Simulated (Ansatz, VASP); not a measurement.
## HfB2 in VASP and in Ansatz

INCAR

```
  PREC = Accurate
  ENCUT = 520
  EDIFF = 1E-8
  ISMEAR = -1
  SIGMA = 0.05
  LREAL = F
  LASPH = T
  NELM = 100
  ALGO = Normal
  ISIF = 2
  LWAVE = F
  LCHARG = F
  GGA = PE
  LEFG = T
  NBANDS = 15
```

The input KPOINTS:

```
regular mesh
0
Gamma
  13 13 11
```

Contents of POSCAR:

```
HfB2
1.0
    3.1813206298      0.0000000000      0.0000000000
   -1.5906603150      2.7551044830      0.0000000000
    0.0000000000      0.0000000000      3.5257947253
Hf B
1 2
Direct
    0.0000000000      0.0000000000      0.0000000000
    0.3333333333      0.6666666667      0.5000000000
    0.6666666667      0.3333333333      0.5000000000
```

Input for Ansatz:

```yaml
crystal:
  lattice:
    - [3.1813206298, 0.0, 0.0]
    - [-1.590660315, 2.755104483, 0.0]
    - [0.0, 0.0, 3.5257947253]
  atoms:
    - { symbol: Hf, position: [0.0, 0.0, 0.0] }
    - { symbol: B, position: [0.3333333333, 0.6666666667, 0.5] }
    - { symbol: B, position: [0.6666666667, 0.3333333333, 0.5] }
kpoints:
  mp_grid: { grid: [13, 13, 11] }
scf:
  occupations: { method: fermi_dirac, width: 0.05 }
hamiltonian:
  xc: pbe
  pseudopotentials: { kind: all_electron, datasets: crystal }
output:
  forces: true
  stress: true
  eigenvalues: true
  efg: { contact_densities: true }
```

Change from the starting cell: volume scaled by 1.04, crystal datasets.

Alike in both runs: task electric field gradients; functional PBE; k mesh 13 × 13 × 11; occupations fermi-dirac, width 0.05 eV; no spin polarisation.

```csv
,VASP,Ansatz
version,VASP 6.6.1,Ansatz 0.2.0
potentials or method,"VASP PAW PBE potentials, release 64 (Hf_pv, B), cutoff 520 eV","all-electron PAW with datasets made for the crystal, scalar-relativistic"
```

```tsv
	VASP	Ansatz	Ansatz less VASP
pressure (GPa)	-8.4	-7.9	+0.53
traceless stress, the component that is largest in VASP (GPa)	0.91	0.84	-0.068
size of Vzz on the site where it differs most (V/Å²)	75.3	106.9	+31.63
```

Ansatz ran all-electron here, and VASP with PAW potentials.

Neither program's run includes spin-orbit coupling.
